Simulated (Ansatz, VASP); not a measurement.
## Sb: VASP beside Ansatz

```
Sb
1.0
     3.31518    0.00000    0.00000
     0.00000    5.49562    0.00000
     0.00000    0.00000   25.52710
Sb
8
Direct
  0.00000 0.25000 0.29381
  0.00000 0.75000 0.36879
  0.50000 0.25000 0.40628
  0.50000 0.75000 0.48126
  0.00000 0.25000 0.51874
  0.00000 0.75000 0.59372
  0.50000 0.25000 0.63121
  0.50000 0.75000 0.70619
```

Alike in both runs: task single point; functional PBEsol; k mesh 10 × 7 × 1; occupations gaussian, width 0.1 eV; no spin polarisation.

|  | VASP | Ansatz |
| --- | --- | --- |
| version | VASP 6.6.1 | Ansatz 0.2.0 |
| potentials or method | VASP PAW PBE potentials, release 64 (Sb), cutoff 520 eV | scalar-relativistic, plane waves, PAW |
| valence electrons in the cell | 40 | 120 |

Ansatz gave:

```
gap on the k mesh at the Fermi level (eV) : none
rms of the force components (eV/Å)        : 0.314
```

**Question.** Estimate VASP's values.

**Answer.** gap on the k mesh at the Fermi level (eV): none; rms of the force components (eV/Å): 0.313.

VASP's potentials were made for PBE, not for PBEsol. Atom by atom the forces differ by 0.000 eV/Å (rms over components). A gap of «none» marks a metal or a gap that the smearing closes. With one functional, cell and mesh, what is left measures potentials, basis and numerics. VASP's potentials hold 40 valence electrons a cell and Ansatz's 120, so a difference there can come from the potentials and not from the codes.

Neither program's run includes spin-orbit coupling.
